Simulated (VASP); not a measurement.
Runs of VASP 6.6.1 on KF. The structure is that of space group P6_3/mmc (No. 194), or close to it. The cells are those of the table. 

```tsv
level	cell	k mesh	gap on the mesh (eV)	pressure (GPa)
r2SCAN	a = 4.393, b = 4.393, c = 5.164 Å, angles 90.0, 90.0, 120.0°, 4 atoms	6 × 6 × 4	6.13	2.0
r2SCAN	a = 4.439, b = 4.439, c = 5.218 Å, angles 90.0, 90.0, 120.0°, 4 atoms	6 × 6 × 4	6.04	(b)
PBE	a = 4.485, b = 4.485, c = 5.272 Å, angles 90.0, 90.0, 120.0°, 4 atoms	6 × 6 × 6	5.37	(a)
PBE	a = 4.635, b = 4.635, c = 5.481 Å, angles 90.0, 90.0, 120.0°, 4 atoms	6 × 6 × 4	5.06	-1.2
PBE	a = 4.453, b = 4.453, c = 5.266 Å, angles 90.0, 90.0, 120.0°, 4 atoms	6 × 6 × 4	5.42	(c)
```

Alike in all rows: task single point; potentials or basis VASP PAW PBE potentials, release 64 (K_sv, F); no spin polarisation; cutoff (eV) 520; smearing gaussian 0.01 eV.

Question: Fill in the values left out.

Answer: (a) 1.3; (b) 0.9; (c) 1.7.

Caveats: the PAW data sets were made with another functional, which shifts forces and pressure a little (at least some runs).

A k mesh can miss the band edges.
